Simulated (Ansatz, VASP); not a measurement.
## One calculation of GaSb, two programs

```xyz
2
Lattice="0.0000 3.0793 3.0793 3.0793 0.0000 3.0793 3.0793 3.0793 0.0000" Properties=species:S:1:pos:R:3 pbc="T T T"
Ga    0.0000    0.0000    0.0000
Sb    4.6189    4.6189    4.6189
```

Change from the starting cell: volume scaled by 1.02, PAW files.

Alike in both runs: task electric field gradients; functional PBE; k mesh 12 × 12 × 12; occupations fermi-dirac, width 0.08 eV; no spin polarisation.

|  | VASP | Ansatz |
| --- | --- | --- |
| version | VASP 6.6.1 | Ansatz 0.2.0 |
| potentials or method | VASP PAW PBE potentials, release 64 (Ga_d, Sb) | PAW with Ansatz's default frozen-core files, scalar-relativistic |
| plane-wave cutoff (eV) | 520 | 420 |
| valence electrons in the cell | 18 | 28 |

```csv
,VASP,Ansatz,Ansatz less VASP
pressure (GPa),1.4,1.3,-0.08
```

With one functional, cell and mesh, what is left measures potentials, basis and numerics. VASP's potentials hold 18 valence electrons a cell and Ansatz's 28, so a difference there can come from the potentials and not from the codes.

Neither program's run includes spin-orbit coupling.
